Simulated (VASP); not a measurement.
AlSn:

```
CELL_PARAMETERS angstrom
4.28044 0.00000 0.00000
-2.14022 3.70697 0.00000
0.00000 0.00000 3.37170
ATOMIC_POSITIONS crystal
Sn 0.33333 0.66667 0.50000
Al 0.00000 0.00000 0.00000
```

Base run:

```yaml
Program: VASP 6.6.1
Functional: PBE
Potentials_or_basis: VASP PAW PBE potentials, release 64 (Sn_d, Al)
Cutoff: 520 eV
k_mesh: 7 × 7 × 8
Occupations: fermi-dirac, width 0.05 eV
Spin: no spin polarisation
```

Its results: pressure -2.4 GPa.

Question: The run is repeated on the same cell with these changes: functional from PBE to PBEsol. What comes out?

Answer: Pressure -4.2 GPa.

PBEsol binds more tightly than PBE, so the same cell stands under less pressure.

Caveats: the PAW data sets were made with another functional, which shifts forces and pressure a little (some runs).
